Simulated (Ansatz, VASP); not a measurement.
MoS2 in VASP and in Ansatz

```
CELL_PARAMETERS angstrom
3.18413 0.00000 0.00000
-1.59206 2.75753 0.00000
0.00000 0.00000 17.33460
ATOMIC_POSITIONS crystal
Mo 0.00000 0.00000 0.00000
S 0.33333 0.66667 0.91051
S 0.33333 0.66667 0.08949
```

Alike in both runs: task relaxation of cell and atoms; functional PBEsol; k mesh 10 × 10 × 2; occupations fermi-dirac, width 0.05 eV; no spin polarisation.

|  | VASP | Ansatz |
| --- | --- | --- |
| version | VASP 6.6.1 | Ansatz 0.2.0 |
| potentials or method | VASP PAW PBE potentials, release 64 (Mo_sv, S), cutoff 600 eV | all-electron LAPW, scalar-relativistic |

Ansatz gave:

- relaxed volume (Å³/atom): 49.41
- relaxed length of the cell vector where the two differ most in proportion (Å): 17.338

Problem. What did VASP give for the same quantities?

Solution. Relaxed volume (Å³/atom): 49.49; relaxed length of the cell vector where the two differ most in proportion (Å): 17.379.

VASP's potentials were made for PBE, not for PBEsol. Ansatz ran all-electron here, and VASP with PAW potentials.
